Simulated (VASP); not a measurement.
Write the native input for VASP 6.6.1 that does the following.

```yaml
Task: single point
Functional: PBE
Dispersion: D3(BJ)
Potentials_or_basis: VASP PAW PBE potentials, release 64 (Sb)
Cutoff: 520 eV
k_mesh: 12 × 12 × 12
Occupations: fermi-dirac, width 0.15 eV
Spin: no spin polarisation
Dipole_correction: no
Further_INCAR_settings: ALGO = Normal; EDIFF = 1e-06; NBANDS = 12
```

The structure of Sb lies in POSCAR:

```
Sb
1.0
    2.1583747842      1.2461382627      3.6727505193
   -2.1583747842      1.2461382627      3.6727505193
    0.0000000000     -2.4922765253      3.6727505193
Sb
2
Direct
    0.2371686733      0.2371686733      0.2371686733
    0.7628313267      0.7628313267      0.7628313267
```

One way to write it, as run:

INCAR

```
SYSTEM = Sb
  ALGO = Normal
  EDIFF = 1E-6
  ENCUT = 520
  GGA = PE
  ISIF = 2
  ISMEAR = -1
  IVDW = 12
  LASPH = .TRUE.
  LCHARG = .FALSE.
  LREAL = .FALSE.
  LWAVE = .FALSE.
  NBANDS = 12
  NELM = 60
  PREC = Accurate
  SIGMA = 0.15
```

KPOINTS

```
k-points
0
G
  12 12 12
  0 0 0
```

Potentials or basis: VASP PAW PBE potentials, release 64 (Sb).

Run with:

```sh
$ cat potpaw_PBE.64/Sb/POTCAR > POTCAR
$ mpirun -np 1 vasp_std > vasp.out
```

It gave:

The pressure is 0.1 GPa, the largest force is 0.035 eV/Å and the band gap on the k mesh is zero (band 5 reaches 7.58 eV, above the bottom of band 6 at 7.33 eV). The dispersion energy per atom is -0.482 eV.

Caveat: spin-orbit coupling is left out, which moves the levels of the heavy elements; pairwise dispersion overbinds metals, which lowers pressure and volume.

It took 2.8 min on 1 thread of Intel Xeon 8259CL (shared host), peak memory 0.29 GiB.
